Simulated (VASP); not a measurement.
# LiF in VASP: a series of runs, part 2 of 2

VASP 6.6.1.

### Step 4. Single point, r2SCAN (strain along [111] -1.9%)

Contents of POSCAR:

```
LiF
1.0
   -0.0248694010      1.9700023396      1.9700023396
    1.9700023396     -0.0248694010      1.9700023396
    1.9700023396      1.9700023396     -0.0248694010
Li F
1 1
Direct
    0.0000000000      0.0000000000      0.0000000000
    0.5000000000      0.5000000000      0.5000000000
```

Contents of INCAR.step1:

```
PREC = Accurate ; ENCUT = 520
ISMEAR = 0 ; SIGMA = 0.01
LREAL = F ; LASPH = T
NELM = 60 ; NBANDS = 12
GGA = PE ; ALGO = Normal
EDIFF = 1E-4 ; LWAVE = T
LCHARG = F
```

Contents of INCAR.step2:

```
PREC = Accurate ; ENCUT = 520
EDIFF = 1E-6 ; ISMEAR = 0
SIGMA = 0.01 ; LREAL = F
LASPH = T ; NELM = 60
ALGO = Normal ; ISIF = 2
LWAVE = F ; LCHARG = T
METAGGA = R2SCAN ; LMIXTAU = T
LELF = T ; LVHAR = T
NBANDS = 12 ; ISTART = 1
```

Contents of KPOINTS:

```
Automatic mesh
0
Gamma
  10 10 10
```

Potentials or basis: VASP PAW PBE potentials, release 64 (Li_sv, F).

On the command line:

```console
cat potpaw_PBE.64/Li_sv/POTCAR potpaw_PBE.64/F/POTCAR > POTCAR
cp INCAR.step1 INCAR
mpirun -np 1 vasp_std > vasp.out
cp INCAR.step2 INCAR
mpirun -np 1 vasp_std > vasp.out
```

OUTCAR:

```text
PREC = Accurate
   ENCUT = 520
   EDIFF = 1E-6
   ISMEAR = 0
   LREAL = F
   LASPH = T
   NELM = 60
   ISIF = 2
   METAGGA = R2SCAN
   ISTART = 1

 ion  position               nearest neighbor table
   1  0.000  0.000  0.000-   2 1.98   2 1.98   2 1.98   2 1.98   2 1.98   2 1.98
   2  0.500  0.500  0.500-   1 1.98   1 1.98   1 1.98   1 1.98   1 1.98   1 1.98

  LATTYP: Found a trigonal (rhomboedric) cell.
 ALAT       =     2.7861150233
 COS(alpha) =     0.4873371210

  Lattice vectors:

 A1 = (  -0.0248694010,   1.9700023396,   1.9700023396)
 A2 = (   1.9700023396,  -0.0248694010,   1.9700023396)
 A3 = (   1.9700023396,   1.9700023396,  -0.0248694010)

Analysis of symmetry for initial positions (statically):
=====================================================================
 Subroutine PRICEL returns:
 Original cell was already a primitive cell.

 Routine SETGRP: Setting up the symmetry group for a
 trigonal (rhombohedral) supercell.

 Subroutine GETGRP returns: Found 12 space group operations
 (whereof 12 operations were pure point group operations)
 out of a pool of 12 trial point group operations.

The static configuration has the point symmetry D_3d.

Analysis of symmetry for dynamics (positions and initial velocities):
=====================================================================
 Subroutine PRICEL returns:
 Original cell was already a primitive cell.

 Routine SETGRP: Setting up the symmetry group for a
 trigonal (rhombohedral) supercell.

 Subroutine GETGRP returns: Found 12 space group operations
 (whereof 12 operations were pure point group operations)
 out of a pool of 12 trial point group operations.

The dynamic configuration has the point symmetry D_3d.

 Subroutine INISYM returns: Found 12 space group operations
 (whereof 12 operations are pure point group operations),
 and found     1 'primitive' translations

----------------------------------------------------------------------------------------

                                     Primitive cell

  volume of cell :      15.5803

  direct lattice vectors                    reciprocal lattice vectors
    -0.024869401  1.970002340  1.970002340    -0.249050568  0.252234792  0.252234792
     1.970002340 -0.024869401  1.970002340     0.252234792 -0.249050568  0.252234792
     1.970002340  1.970002340 -0.024869401     0.252234792  0.252234792 -0.249050568

  length of vectors
     2.786115023  2.786115023  2.786115023     0.435052832  0.435052832  0.435052832

  position of ions in fractional coordinates (direct lattice)
     0.000000000  0.000000000  0.000000000
     0.500000000  0.500000000  0.500000000

  ion indices of the primitive-cell ions
   primitive index   ion index
                 1           1
                 2           2

----------------------------------------------------------------------------------------

 KPOINTS: Automatic mesh

Automatic generation of k-mesh.
 Grid dimensions read from file:
 generate k-points for:   10   10   10

 Generating k-lattice:

  Cartesian coordinates                     Fractional coordinates (reciprocal lattice)
    -0.024905057  0.025223479  0.025223479     0.100000000  0.000000000  0.000000000
     0.025223479 -0.024905057  0.025223479     0.000000000  0.100000000  0.000000000
     0.025223479  0.025223479 -0.024905057     0.000000000  0.000000000  0.100000000

  Length of vectors
     0.043505283  0.043505283  0.043505283

  Shift w.r.t. Gamma in fractional coordinates (k-lattice)
     0.000000000  0.000000000  0.000000000

 Subroutine IBZKPT returns following result:
 ===========================================

 Found    116 irreducible k-points:

 Following reciprocal coordinates:
            Coordinates               Weight
  0.000000  0.000000  0.000000      1.000000
  0.100000 -0.000000 -0.000000      6.000000
  0.200000 -0.000000 -0.000000      6.000000
  0.300000  0.000000 -0.000000      6.000000
  0.400000  0.000000 -0.000000      6.000000
  0.500000  0.000000  0.000000      3.000000
[... 16 lines left out ...]
  0.300000  0.300000  0.000000      6.000000
  0.400000  0.300000  0.000000     12.000000
 [... further k-points ...]
   k-points           NKPTS =    116   k-points in BZ     NKDIM =    116   number of bands    NBANDS=     12
   number of dos      NEDOS =    301   number of ions     NIONS =      2
   total plane-waves  NPLWV =  13824
   dimension x,y,z NGX =    24 NGY =   24 NGZ =   24
   dimension x,y,z NGXF=    48 NGYF=   48 NGZF=   48
   ions per type =               1   1
   NGX,Y,Z   is equivalent  to a cutoff of  14.32, 14.32, 14.32 a.u.
   NGXF,Y,Z  is equivalent  to a cutoff of  28.64, 28.64, 28.64 a.u.
 SYSTEM =  unknown system
   PREC   = accura    normal or accurate (medium, high low for compatibility)
   ISTART =      1    job   : 0-new  1-cont  2-samecut
   ICHARG =      0    charge: 1-file 2-atom 10-const
   ISPIN  =      1    spin polarized calculation?
   LNONCOLLINEAR =      F non collinear calculations
   LSORBIT =      F    spin-orbit coupling
   LASPH  =      T    aspherical Exc in radial PAW
   ENCUT  =  520.0 eV  38.22 Ry    6.18 a.u.   5.18  5.18  5.18*2*pi/ulx,y,z
   NELM   =     60;   NELMIN=  2; NELMDL=  0     # of ELM steps
   EDIFF  = 0.1E-05   stopping-criterion for ELM
   LREAL  =      F    real-space projection
   EDIFFG = 0.1E-04   stopping-criterion for IOM
   NSW    =      0    number of steps for IOM
   IBRION =     -1    ionic relax: 0-MD 1-quasi-New 2-CG
   NFREE  =      0    steps in history (QN), initial steepest desc. (CG)
   ISIF   =      2    stress and relaxation
   ISYM   =      2    0-nonsym 1-usesym 2-fastsym
   POTIM  = 0.5000    time-step for ionic-motion
   TEBEG  =    0.0;   TEEND  =   0.0 temperature during run
   PSTRESS=    0.0 pullay stress
   NELECT =      10.0000    total number of electrons
   NUPDOWN=      -1.0000    fix difference up-down
   EMIN   =  10.00;   EMAX   =-10.00  energy-range for DOS
   EFERMI =   0.00;   METHOD = LEGACY
   ISMEAR =     0;   SIGMA  =   0.01  broadening in eV -4-tet -1-fermi 0-gaus
   EFERMI_NEDOS =   21; number of points for ismear=-14 and -15
   IALGO  =     38    algorithm
   IMIX   =      4    mixing-type and parameters
     AMIX     =   0.40;   BMIX     =  1.00
     AMIX_MAG =   1.60;   BMIX_MAG =  1.00
  volume/ion in A,a.u.               =       7.79        52.57
  Fermi-wavevector in a.u.,A,eV,Ry     =   1.412156  2.668587 27.132517  1.994184
  Thomas-Fermi vector in A             =   2.533933
   LORBIT       =      0    0 simple, 1 ext, 2 COOP (PROOUT), +10 PAW based schemes
   METAGGA = R2SCAN    functional components
   LHFCALC =     F    Hartree Fock is set to
   AEXX    =    0.0000 exact exchange contribution
   IVDW    =     0    specifies the selected vdW correction
   LEPSILON=     F    determine dielectric tensor
   LRPA    =     F    only Hartree local field effects (RPA)
 non-spin polarized calculation
 Gauss-broadening in eV      SIGMA  =   0.01
  energy-cutoff  :      520.00
  volume of cell :       15.58
 maximum number of plane-waves:       436
 NGX is ok and might be reduce to    24
   NGX = 11   NGY = 11   NGZ = 11

 number of electron      10.0000000 magnetization

 Free energy of the ion-electron system (eV)
  ---------------------------------------------------
  ext. energy  EPLUGINS =         0.00000000
  ---------------------------------------------------
  free energy    TOTEN  =       -11.90031569 eV

  energy without entropy =      -11.90031569  energy(sigma->0) =      -11.90031569

 E-fermi :  -1.0892     XC(G=0): -10.7997

 val. band max:       -1.2733855125   @ k =   0.0000   0.0000   0.0000
 cond. band min:       9.3954441058   @ k =   0.0000   0.0000   0.0000
 fundamental gap:     10.6688296183
 Fermi energy:        -1.0892012127

 k-point     1 :       0.0000    0.0000    0.0000
  band No.  band energies     occupation
      1     -43.3232      2.00000
      2     -22.5731      2.00000
      3      -1.3790      2.00000
      4      -1.3790      2.00000
      5      -1.2734      2.00000
      6       9.3954      0.00000
      7      24.3975      0.00000
      8      24.3975      0.00000
      9      25.0707      0.00000
     10      25.3404      0.00000
     11      25.3404      0.00000
     12      25.5466      0.00000
[... 331 lines left out ...]
 k-point    24 :       0.4000    0.3000    0.0000
  band No.  band energies     occupation
      1     -43.2520      2.00000
      2     -22.0187      2.00000
      3      -3.8009      2.00000
      4      -2.3329      2.00000
      5      -2.1147      2.00000
      6      13.4116      0.00000
      7      16.8341      0.00000
      8      19.3810      0.00000
      9      21.1676      0.00000
     10      21.9255      0.00000
     11      35.3898      0.00000
     12      35.9870      0.00000

 [... further k-points ...]
[... 5 lines left out ...]
  --------------------------------------------------------------------------------------
  -------------------------------------------------------------------------------------
  Total        0.0817518      0.0817518      0.0817518      0.0843722      0.0843722      0.0843722
  in kB        8.4068048      8.4068048      8.4068048      8.6762775      8.6762775      8.6762775
  external PRESSURE =       8.4068048 kB  Pullay stress =       0.0000000 kB

 VOLUME and BASIS-vectors are now :
 -----------------------------------------------------------------------------
  energy-cutoff  :      520.00
  volume of cell :       15.58
      direct lattice vectors                 reciprocal lattice vectors
    -0.024869401  1.970002340  1.970002340    -0.249050568  0.252234792  0.252234792
     1.970002340 -0.024869401  1.970002340     0.252234792 -0.249050568  0.252234792
     1.970002340  1.970002340 -0.024869401     0.252234792  0.252234792 -0.249050568

 POSITION                                       TOTAL-FORCE (eV/Angst)
 -----------------------------------------------------------------------------------
      0.00000      0.00000      0.00000         0.000000     -0.000000      0.000000
      1.95757      1.95757      1.95757        -0.000000      0.000000     -0.000000
 -----------------------------------------------------------------------------------
    total drift:                               -0.000000     -0.000000      0.000000

  FREE ENERGIE OF THE ION-ELECTRON SYSTEM (eV)
  ---------------------------------------------------
  free  energy   TOTEN  =       -11.9003156914 eV

  energy  without entropy=      -11.9003156914  energy(sigma->0) =      -11.90031569
```

OUTCAR.step1:

```text
PREC = Accurate
   ENCUT = 520
   ISMEAR = 0
   LREAL = F
   LASPH = T
[... 582 lines left out ...]
 -----------------------------------------------------------------------------------
      0.00000      0.00000      0.00000         0.000000      0.000000      0.000000
      1.95757      1.95757      1.95757        -0.000000     -0.000000     -0.000000
 -----------------------------------------------------------------------------------
    total drift:                               -0.000000     -0.000000      0.000000

  FREE ENERGIE OF THE ION-ELECTRON SYSTEM (eV)
  ---------------------------------------------------
  free  energy   TOTEN  =        -9.6166088667 eV

  energy  without entropy=       -9.6166088667  energy(sigma->0) =       -9.61660887
```

Wall time 29 s (1 thread of Intel Xeon 6975P-C (Granite Rapids), shared host); peak memory 0.14 GiB.

Results:

```yaml
Free_energy: -11.9003 eV
Band_gap_on_the_k_mesh: 10.67 eV, direct
```

Caveat: the cell differs from its parent crystal (strain along [111] -1.9%); the cutoff is under 1.25 times the usual one of these potentials, so pressure, stress and relaxed cells hold a basis-set (Pulay) error; the PAW data sets were made with another functional, which shifts forces and pressure a little.

### Step 5. Single point, r2SCAN (epitaxial 111 strain -0.6%)

Contents of POSCAR:

```
LiF
1.0
    0.0121360304      1.9942405918      1.9942405918
    1.9942405918      0.0121360304      1.9942405918
    1.9942405918      1.9942405918      0.0121360304
Li F
1 1
Direct
    0.0000000000      0.0000000000      0.0000000000
    0.5000000000      0.5000000000      0.5000000000
```

Contents of INCAR.step1:

```
SYSTEM = LiF
ALGO     = Normal         ! electronic algorithm
EDIFF    = 1E-4           ! SCF threshold, eV
ENCUT    = 520            ! plane-wave cutoff, eV
GGA      = PE             ! functional
ISMEAR   = 0              ! smearing method
LASPH    = .True.         ! aspherical terms in the spheres
LCHARG   = .False.        ! write CHGCAR
LREAL    = .False.        ! projectors in reciprocal space
LWAVE    = .True.         ! write WAVECAR
NBANDS   = 12             ! bands
NELM     = 100            ! most SCF steps
PREC     = Accurate       ! precision mode
SIGMA    = 0.01           ! smearing width, eV
```

Contents of INCAR.step2:

```
SYSTEM = LiF
ALGO     = Normal         ! electronic algorithm
EDIFF    = 1E-6           ! SCF threshold, eV
ENCUT    = 520            ! plane-wave cutoff, eV
ISIF     = 2              ! what is computed and relaxed
ISMEAR   = 0              ! smearing method
ISTART   = 1            
LASPH    = .True.         ! aspherical terms in the spheres
LCHARG   = .True.         ! write CHGCAR
LELF     = .True.         ! ELF
LMIXTAU  = .True.       
LREAL    = .False.        ! projectors in reciprocal space
LVHAR    = .True.       
LWAVE    = .False.        ! write WAVECAR
METAGGA  = R2SCAN         ! meta-GGA
NBANDS   = 12             ! bands
NELM     = 100            ! most SCF steps
PREC     = Accurate       ! precision mode
SIGMA    = 0.01           ! smearing width, eV
```

Contents of KPOINTS:

```
k-points
0
Gamma
  10 10 10
  0 0 0
```

On the command line:

```console
cat potpaw_PBE.64/Li_sv/POTCAR potpaw_PBE.64/F/POTCAR > POTCAR
cp INCAR.step1 INCAR
mpirun -np 1 vasp_std > vasp.out
cp INCAR.step2 INCAR
mpirun -np 1 vasp_std > vasp.out
```

Wall time 30 s (1 thread of Intel Xeon 6975P-C (Granite Rapids), shared host); peak memory 0.14 GiB.

It converged, with:

```
Free energy            : -11.9024 eV
Band gap on the k mesh : 10.63 eV, direct
```

Levels at points of the mesh, in eV from the valence-band top:
```
           k point  band 1  band 2  band 3  band 4  band 5  band 6  band 7  band 8  band 9  band 10
(0.00, 0.00, 0.00)  -42.01  -21.22   -0.05    0.00    0.00   10.63   25.64   25.96   25.96    26.53
(0.50, 0.00, 0.00)  -41.94  -20.77   -2.62   -0.30   -0.27   12.02   18.65   20.65   20.76    32.98
(0.50, 0.50, 0.00)  -41.92  -20.49   -3.19   -1.11   -1.06   16.43   17.62   19.60   22.34    22.46
(0.50, 0.50, 0.50)  -41.94  -20.80   -2.63   -0.25   -0.25   12.08   18.50   20.88   20.88    33.07
```

Caveat: the cell differs from its parent crystal (epitaxial 111 strain -0.6%); the cutoff is under 1.25 times the usual one of these potentials, so pressure, stress and relaxed cells hold a basis-set (Pulay) error; the PAW data sets were made with another functional, which shifts forces and pressure a little. A k mesh can miss the band edges.

### Step 6. The runs side by side

```csv
level,cell,smearing,gap on the mesh (eV)
PBE,"a = 2.786 Å, angles 60.8°, 2 atoms",fermi-dirac 0.02 eV,9.45
r2SCAN,"a = 2.874, b = 2.874, c = 2.925 Å, angles 59.4, 59.4, 61.2°, 2 atoms",gaussian 0.01 eV,9.82
r2SCAN,"a = 2.786 Å, angles 60.8°, 2 atoms",gaussian 0.01 eV,10.67
r2SCAN,"a = 2.820 Å, angles 59.6°, 2 atoms",gaussian 0.01 eV,10.63
```

Alike in all rows: task single point; potentials or basis VASP PAW PBE potentials, release 64 (Li_sv, F); no spin polarisation; k mesh 10 × 10 × 10; cutoff (eV) 520.

Caveats: the cutoff is under 1.25 times the usual one of these potentials, so pressure, stress and relaxed cells hold a basis-set (Pulay) error; the PAW data sets were made with another functional, which shifts forces and pressure a little (some runs).

Absolute energies hang on the potentials; compare differences alone.
